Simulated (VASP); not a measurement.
# InAs (I-4m2) in VASP: further runs

Runs on InAs. Level: r2SCAN. Tasks: single point.

Everything below comes from runs of VASP 6.6.1. Logs are shortened: lines on timing, memory, paths and dates and some standing lists are left out, and cuts for length are marked.

### 1 The cell of the first run

The structure is tetragonal, space group I-4m2 (No. 119). The conventional cell has a = 4.561 Å, b = 4.561 Å, c = 5.483 Å, α = 90.00°, β = 90.00°, γ = 90.00°. In (site symmetry -4m2) has 4 As at 2.66 Å within 3.5 Å. Within 3.5 Å of As (site symmetry -4m2) lie 4 In at 2.66 Å.

### 2 Single point, r2SCAN

The input, POSCAR:

```
InAs
1.0
    0.0000000000      3.2251534804      2.7413804583
    3.2251534804      0.0000000000      2.7413804583
    3.2251534804      3.2251534804      0.0000000000
In As
1 1
Direct
    0.0000000000      0.0000000000      0.0000000000
    0.7500000000      0.7500000000      0.7500000000
```

The input, INCAR.step1:

```
SYSTEM = InAs
PREC     = Accurate       ! precision mode
ENCUT    = 520            ! plane-wave cutoff, eV
ISMEAR   = 0              ! smearing method
SIGMA    = 0.03           ! smearing width, eV
LREAL    = .FALSE.        ! projectors in reciprocal space
LASPH    = .TRUE.         ! aspherical terms in the spheres
NELM     = 80             ! most SCF steps
NBANDS   = 16             ! bands
GGA      = PE             ! functional
ALGO     = Normal         ! electronic algorithm
EDIFF    = 1E-4           ! SCF threshold, eV
LWAVE    = .TRUE.         ! write WAVECAR
LCHARG   = .FALSE.        ! write CHGCAR
```

The input, INCAR.step2:

```
SYSTEM = InAs
PREC     = Accurate       ! precision mode
ENCUT    = 520            ! plane-wave cutoff, eV
EDIFF    = 1E-7           ! SCF threshold, eV
ISMEAR   = 0              ! smearing method
SIGMA    = 0.03           ! smearing width, eV
LREAL    = .FALSE.        ! projectors in reciprocal space
LASPH    = .TRUE.         ! aspherical terms in the spheres
NELM     = 80             ! most SCF steps
ALGO     = Normal         ! electronic algorithm
ISIF     = 2              ! what is computed and relaxed
LWAVE    = .FALSE.        ! write WAVECAR
LCHARG   = .FALSE.        ! write CHGCAR
METAGGA  = R2SCAN         ! meta-GGA
LMIXTAU  = .TRUE.       
NBANDS   = 16             ! bands
ISTART   = 1
```

The input, KPOINTS:

```
regular mesh
0
G
  10 10 10
  0 0 0
```

Potentials or basis: VASP PAW PBE potentials, release 64 (In_d, As).

On the command line:

```sh
> cat potpaw_PBE.64/In_d/POTCAR potpaw_PBE.64/As/POTCAR > POTCAR
> cp INCAR.step1 INCAR
> mpirun -np 1 vasp_std > vasp.out
> cp INCAR.step2 INCAR
> mpirun -np 1 vasp_std > vasp.out
```

OUTCAR:

```text
SYSTEM = InAs
   PREC = Accurate
   ENCUT = 520
   EDIFF = 1E-7
   ISMEAR = 0
   LREAL = .FALSE.
   LASPH = .TRUE.
   NELM = 80
   ISIF = 2
   METAGGA = R2SCAN
   ISTART = 1

 ion  position               nearest neighbor table
   1  0.000  0.000  0.000-   2 2.66   2 2.66   2 2.66   2 2.66
   2  0.750  0.750  0.750-   1 2.66   1 2.66   1 2.66   1 2.66

  LATTYP: Found a body centered tetragonal cell.
 ALAT       =     4.5610557927
 C/A-ratio  =     1.2020815280

  Lattice vectors:

 A1 = (   0.0000000000,  -3.2251534804,  -2.7413804583)
 A2 = (   0.0000000000,   3.2251534804,  -2.7413804583)
 A3 = (   3.2251534804,   0.0000000000,   2.7413804583)

Analysis of symmetry for initial positions (statically):
=====================================================================
 Subroutine PRICEL returns:
 Original cell was already a primitive cell.

 Routine SETGRP: Setting up the symmetry group for a
 body centered tetragonal supercell.

 Subroutine GETGRP returns: Found  8 space group operations
 (whereof  8 operations were pure point group operations)
 out of a pool of 16 trial point group operations.

The static configuration has the point symmetry D_2d.

Analysis of symmetry for dynamics (positions and initial velocities):
=====================================================================
 Subroutine PRICEL returns:
 Original cell was already a primitive cell.

 Routine SETGRP: Setting up the symmetry group for a
 body centered tetragonal supercell.

 Subroutine GETGRP returns: Found  8 space group operations
 (whereof  8 operations were pure point group operations)
 out of a pool of 16 trial point group operations.

The dynamic configuration has the point symmetry D_2d.

 Subroutine INISYM returns: Found  8 space group operations
 (whereof  8 operations are pure point group operations),
 and found     1 'primitive' translations

----------------------------------------------------------------------------------------

                                     Primitive cell

  volume of cell :      57.0296

  direct lattice vectors                    reciprocal lattice vectors
     0.000000000  3.225153480  2.741380458    -0.155031382  0.155031382  0.182389861
     3.225153480  0.000000000  2.741380458     0.155031382 -0.155031382  0.182389861
     3.225153480  3.225153480  0.000000000     0.155031382  0.155031382 -0.182389861

  length of vectors
     4.232821965  4.232821965  4.561055793     0.285193829  0.285193829  0.285193829

  position of ions in fractional coordinates (direct lattice)
     0.000000000  0.000000000  0.000000000
     0.750000000  0.750000000  0.750000000

  ion indices of the primitive-cell ions
   primitive index   ion index
                 1           1
                 2           2

----------------------------------------------------------------------------------------

 KPOINTS: regular mesh

Automatic generation of k-mesh.
 Grid dimensions read from file:
 generate k-points for:   10   10   10

 Generating k-lattice:

  Cartesian coordinates                     Fractional coordinates (reciprocal lattice)
    -0.015503138  0.015503138  0.018238986     0.100000000  0.000000000  0.000000000
     0.015503138 -0.015503138  0.018238986     0.000000000  0.100000000  0.000000000
     0.015503138  0.015503138 -0.018238986    -0.000000000 -0.000000000  0.100000000

  Length of vectors
     0.028519383  0.028519383  0.028519383

  Shift w.r.t. Gamma in fractional coordinates (k-lattice)
     0.000000000  0.000000000  0.000000000

 Subroutine IBZKPT returns following result:
 ===========================================

 Found    102 irreducible k-points:

 Following reciprocal coordinates:
            Coordinates               Weight
  0.000000  0.000000  0.000000      1.000000
  0.100000  0.000000  0.000000      8.000000
  0.200000  0.000000  0.000000      8.000000
  0.300000  0.000000  0.000000      8.000000
  0.400000  0.000000  0.000000      8.000000
  0.500000  0.000000  0.000000      4.000000
[... 16 lines left out ...]
  0.300000  0.300000  0.000000      2.000000
  0.400000  0.300000  0.000000      8.000000
 [... further k-points ...]
   k-points           NKPTS =    102   k-points in BZ     NKDIM =    102   number of bands    NBANDS=     16
   number of dos      NEDOS =    301   number of ions     NIONS =      2
   total plane-waves  NPLWV =  36864
   dimension x,y,z NGX =    32 NGY =   32 NGZ =   36
   dimension x,y,z NGXF=    64 NGYF=   64 NGZF=   72
   ions per type =               1   1
   NGX,Y,Z   is equivalent  to a cutoff of  12.57, 12.57, 13.12 a.u.
   NGXF,Y,Z  is equivalent  to a cutoff of  25.14, 25.14, 26.24 a.u.
 SYSTEM =  InAs
   PREC   = accura    normal or accurate (medium, high low for compatibility)
   ISTART =      1    job   : 0-new  1-cont  2-samecut
   ICHARG =      0    charge: 1-file 2-atom 10-const
   ISPIN  =      1    spin polarized calculation?
   LNONCOLLINEAR =      F non collinear calculations
   LSORBIT =      F    spin-orbit coupling
   LASPH  =      T    aspherical Exc in radial PAW
   ENCUT  =  520.0 eV  38.22 Ry    6.18 a.u.   7.87  7.87  8.48*2*pi/ulx,y,z
   NELM   =     80;   NELMIN=  2; NELMDL=  0     # of ELM steps
   EDIFF  = 0.1E-06   stopping-criterion for ELM
   LREAL  =      F    real-space projection
   EDIFFG = 0.1E-05   stopping-criterion for IOM
   NSW    =      0    number of steps for IOM
   IBRION =     -1    ionic relax: 0-MD 1-quasi-New 2-CG
   NFREE  =      0    steps in history (QN), initial steepest desc. (CG)
   ISIF   =      2    stress and relaxation
   ISYM   =      2    0-nonsym 1-usesym 2-fastsym
   POTIM  = 0.5000    time-step for ionic-motion
   TEBEG  =    0.0;   TEEND  =   0.0 temperature during run
   PSTRESS=    0.0 pullay stress
   NELECT =      18.0000    total number of electrons
   NUPDOWN=      -1.0000    fix difference up-down
   EMIN   =  10.00;   EMAX   =-10.00  energy-range for DOS
   EFERMI =   0.00;   METHOD = LEGACY
   ISMEAR =     0;   SIGMA  =   0.03  broadening in eV -4-tet -1-fermi 0-gaus
   EFERMI_NEDOS =   21; number of points for ismear=-14 and -15
   IALGO  =     38    algorithm
   IMIX   =      4    mixing-type and parameters
     AMIX     =   0.40;   BMIX     =  1.00
     AMIX_MAG =   1.60;   BMIX_MAG =  1.00
  volume/ion in A,a.u.               =      28.51       192.43
  Fermi-wavevector in a.u.,A,eV,Ry     =   1.114634  2.106353 16.904002  1.242409
  Thomas-Fermi vector in A             =   2.251231
   LORBIT       =      0    0 simple, 1 ext, 2 COOP (PROOUT), +10 PAW based schemes
   METAGGA = R2SCAN    functional components
   LHFCALC =     F    Hartree Fock is set to
   AEXX    =    0.0000 exact exchange contribution
   IVDW    =     0    specifies the selected vdW correction
   LEPSILON=     F    determine dielectric tensor
   LRPA    =     F    only Hartree local field effects (RPA)
 non-spin polarized calculation
 Gauss-broadening in eV      SIGMA  =   0.03
  energy-cutoff  :      520.00
  volume of cell :       57.03
 maximum number of plane-waves:      1551
   NGX = 15   NGY = 15   NGZ = 17

 number of electron      17.9999999 magnetization

 Free energy of the ion-electron system (eV)
  ---------------------------------------------------
  ext. energy  EPLUGINS =         0.00000000
  ---------------------------------------------------
  free energy    TOTEN  =       -37.96740799 eV

  energy without entropy =      -37.96740799  energy(sigma->0) =      -37.96740799

 E-fermi :   4.1829     XC(G=0):  -9.5326

 val. band max:        4.0529250607   @ k =   0.1000   0.0000   0.0000
 cond. band min:       4.3523019392   @ k =   0.0000   0.0000   0.0000
 fundamental gap:      0.2993768785
 Fermi energy:         4.1829043344

 k-point     1 :       0.0000    0.0000    0.0000
  band No.  band energies     occupation
      1     -10.8553      2.00000
      2     -10.8553      2.00000
      3     -10.8064      2.00000
      4     -10.7415      2.00000
      5     -10.7004      2.00000
      6      -8.0731      2.00000
[... 8 lines left out ...]
     15      12.7809      0.00000
     16      14.0503      0.00000

 k-point     2 :       0.1000    0.0000    0.0000
  band No.  band energies     occupation
      1     -10.8615      2.00000
      2     -10.8516      2.00000
      3     -10.8096      2.00000
      4     -10.7413      2.00000
      5     -10.6993      2.00000
      6      -7.9707      2.00000
[... 8 lines left out ...]
     15      12.4601      0.00000
     16      13.3410      0.00000

 k-point     3 :       0.2000    0.0000    0.0000
  band No.  band energies     occupation
      1     -10.8847      2.00000
      2     -10.8426      2.00000
      3     -10.8093      2.00000
      4     -10.7412      2.00000
      5     -10.6955      2.00000
      6      -7.6803      2.00000
[... 8 lines left out ...]
     15      12.4975      0.00000
     16      14.1609      0.00000

 k-point     4 :       0.3000    0.0000    0.0000
  band No.  band energies     occupation
      1     -10.9172      2.00000
      2     -10.8334      2.00000
      3     -10.8033      2.00000
      4     -10.7408      2.00000
      5     -10.6889      2.00000
      6      -7.2593      2.00000
[... 8 lines left out ...]
     15      13.3440      0.00000
     16      14.2389      0.00000

 k-point     5 :       0.4000    0.0000    0.0000
  band No.  band energies     occupation
      1     -10.9435      2.00000
      2     -10.8274      2.00000
      3     -10.7980      2.00000
      4     -10.7397      2.00000
      5     -10.6818      2.00000
      6      -6.8366      2.00000
[... 8 lines left out ...]
     15      14.4834      0.00000
     16      14.7720      0.00000

 k-point     6 :       0.5000    0.0000    0.0000
  band No.  band energies     occupation
      1     -10.9533      2.00000
      2     -10.8255      2.00000
      3     -10.7961      2.00000
      4     -10.7391      2.00000
      5     -10.6787      2.00000
      6      -6.6435      2.00000
[... 8 lines left out ...]
     15      14.3974      0.00000
     16      16.0409      0.00000
[... 267 lines left out ...]
 k-point    21 :      -0.3000    0.2000    0.0000
  band No.  band energies     occupation
      1     -10.9491      2.00000
      2     -10.8150      2.00000
      3     -10.7932      2.00000
      4     -10.7419      2.00000
      5     -10.6887      2.00000
      6      -6.7634      2.00000
[... 8 lines left out ...]
     15      12.8839      0.00000
     16      15.2505      0.00000

 k-point    22 :      -0.2000    0.2000    0.0000
  band No.  band energies     occupation
      1     -10.9266      2.00000
      2     -10.8266      2.00000
      3     -10.7938      2.00000
      4     -10.7374      2.00000
      5     -10.6949      2.00000
      6      -7.1778      2.00000
[... 8 lines left out ...]
     15      13.5905      0.00000
     16      14.6194      0.00000

 k-point    23 :       0.3000    0.3000    0.0000
  band No.  band energies     occupation
      1     -10.9566      2.00000
      2     -10.8028      2.00000
      3     -10.8028      2.00000
      4     -10.7680      2.00000
      5     -10.6752      2.00000
      6      -6.8025      2.00000
[... 8 lines left out ...]
     15      14.1486      0.00000
     16      16.6326      0.00000

 k-point    24 :       0.4000    0.3000    0.0000
  band No.  band energies     occupation
      1     -10.9812      2.00000
      2     -10.7927      2.00000
      3     -10.7921      2.00000
      4     -10.7723      2.00000
      5     -10.6705      2.00000
      6      -6.4396      2.00000
[... 8 lines left out ...]
     15      15.0441      0.00000
     16      16.8553      0.00000

 [... further k-points ...]

------------------------ aborting loop because EDIFF is reached ----------------------------------------

  FORCE on cell =-STRESS in cart. coord.  units (eV):
  Direction    XX          YY          ZZ          XY          YZ          ZX
  --------------------------------------------------------------------------------------
  -------------------------------------------------------------------------------------
  Total       -0.7115270     -0.7115270      0.8371836      0.0000000     -0.0000000      0.0000000
  in kB      -19.9894984    -19.9894984     23.5196680      0.0000000     -0.0000000      0.0000000
  external PRESSURE =      -5.4864429 kB  Pullay stress =       0.0000000 kB

 VOLUME and BASIS-vectors are now :
 -----------------------------------------------------------------------------
  energy-cutoff  :      520.00
  volume of cell :       57.03
      direct lattice vectors                 reciprocal lattice vectors
     0.000000000  3.225153480  2.741380458    -0.155031382  0.155031382  0.182389861
     3.225153480  0.000000000  2.741380458     0.155031382 -0.155031382  0.182389861
     3.225153480  3.225153480  0.000000000     0.155031382  0.155031382 -0.182389861

 POSITION                                       TOTAL-FORCE (eV/Angst)
 -----------------------------------------------------------------------------------
      0.00000      0.00000      0.00000        -0.000000     -0.000000     -0.000000
      4.83773      4.83773      4.11207         0.000000      0.000000      0.000000
 -----------------------------------------------------------------------------------
    total drift:                                0.000015      0.000015     -0.000010

  FREE ENERGIE OF THE ION-ELECTRON SYSTEM (eV)
  ---------------------------------------------------
  free  energy   TOTEN  =       -37.9674079899 eV

  energy  without entropy=      -37.9674079899  energy(sigma->0) =      -37.96740799
```

Run time: 4 min. Hardware: 1 thread of AMD EPYC 9R45 (Zen 5), shared host; peak memory 0.23 GiB.

Results:

| Quantity | Value |
| --- | --- |
| Free energy | -37.9674 eV |
| Pressure | -0.5 GPa |
| Band gap on the k mesh | 0.30 eV (least direct gap 0.43 eV) |

Caveat: semilocal functionals underestimate gaps, and a narrow one can read as zero; the PAW data sets were made with another functional, which shifts forces and pressure a little; spin-orbit coupling is left out, which moves the levels of the heavy elements.

### 3 Single point, r2SCAN

This run uses another cell than the first one, of the same volume but with other edges.

The input, POSCAR:

```
InAs
1.0
    0.0000000000      2.8749454816      3.4499345780
    2.8749454816      0.0000000000      3.4499345780
    2.8749454816      2.8749454816      0.0000000000
In As
1 1
Direct
    0.0000000000      0.0000000000      0.0000000000
    0.7500000000      0.7500000000      0.7500000000
```

The input, INCAR.step1:

```
SYSTEM = InAs
PREC = Accurate
ENCUT = 520
ISMEAR = 0
SIGMA = 0.03
LREAL = .False.
LASPH = .True.
NELM = 60
NBANDS = 16
GGA = PE
ALGO = Normal
EDIFF = 1E-4
LWAVE = .True.
LCHARG = .False.
```

The input, INCAR.step2:

```
SYSTEM = InAs
PREC = Accurate
ENCUT = 520
EDIFF = 1E-6
ISMEAR = 0
SIGMA = 0.03
LREAL = .False.
LASPH = .True.
NELM = 60
ALGO = Normal
ISIF = 2
LWAVE = .False.
LCHARG = .False.
METAGGA = R2SCAN
LMIXTAU = .True.
NBANDS = 16
ISTART = 1
```

The input, KPOINTS:

```
Automatic mesh
0
Gamma
  10 10 10
  0 0 0
```

Potentials or basis: VASP PAW PBE potentials, release 64 (In_d, As).

On the command line:

```sh
> cat potpaw_PBE.64/In_d/POTCAR potpaw_PBE.64/As/POTCAR > POTCAR
> cp INCAR.step1 INCAR
> mpirun -np 1 vasp_std > vasp.out
> cp INCAR.step2 INCAR
> mpirun -np 1 vasp_std > vasp.out
```

It took 3.7 min on 1 thread of AMD EPYC 9R45 (Zen 5), shared host; peak memory 0.23 GiB.

The run converged. Its results:

- Free energy: -37.8757 eV
- Pressure: -0.5 GPa
- Band gap on the k mesh: zero (filled and empty bands touch)

Stress tensor (GPa, compression positive):
```
 2.65  0.00  0.00
 0.00  2.65  0.00
 0.00  0.00 -6.77
```

Levels at points of the mesh, in eV from the Fermi level:
```tsv
k point	band 5	band 6	band 7	band 8	band 9	band 10	band 11	band 12	band 13	band 14
(0.00, 0.00, 0.00)	-15.06	-12.39	-1.16	-0.55	0.00	0.00	3.91	3.91	4.34	7.24
(0.50, 0.00, 0.00)	-15.03	-10.97	-6.03	-1.96	-0.62	0.44	4.66	5.28	7.05	8.71
(0.50, 0.50, 0.00)	-15.06	-10.82	-6.81	-1.88	-1.88	2.26	3.10	8.03	9.18	9.18
(0.50, 0.00, 0.50)	-15.02	-10.27	-5.74	-2.90	-2.85	1.24	1.45	7.78	8.63	9.04
```

Caveat: the stress differs along the axes, from -7 to 3 GPa; semilocal functionals underestimate gaps, and a narrow one can read as zero; the PAW data sets were made with another functional, which shifts forces and pressure a little; spin-orbit coupling is left out, which moves the levels of the heavy elements.

The gap in the log of VASP goes by the Fermi energy; the results here count the filled bands.